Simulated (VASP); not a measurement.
Runs of VASP 6.6.1 on Ga. The structure is orthorhombic, space group Cmce (No. 64). The conventional cell has a = 4.436 Å, b = 7.484 Å, c = 4.425 Å, α = 90.00°, β = 90.00°, γ = 90.00°. Within 3.2 Å of Ga (site symmetry m) lie 7 Ga at 2.45 to 2.74 Å. 

| smearing | gap on the mesh (eV) | pressure (GPa) | largest force (eV/Å) |
| --- | --- | --- | --- |
| methfessel-paxton 0.6 eV | none | 0.1 | - |
| methfessel-paxton 0.2 eV | none | 0.1 | 0.01 |
| fermi-dirac 0.6 eV | none | (a) | 0.06 |
| fermi-dirac 0.03 eV | none | 0.1 | 0.01 |
| fermi-dirac 1 eV | none | 5.5 | 0.07 |

Alike in all rows: task single point; level LDA; potentials or basis VASP PAW LDA potentials, release 64 (Ga_d); no spin polarisation; cell as given; k mesh 8 × 8 × 7; cutoff (eV) 520.

Question: Fill in the values left out.

Answer: (a) 2.4.

Caveats: so wide a smearing shifts energies and pressures (at least some runs); the cell stands under pressure (at least some runs).

A k mesh can miss the band edges, and the runs leave out spin-orbit coupling on Ga.

A gap of «none» marks levels without a gap at the run's occupations.
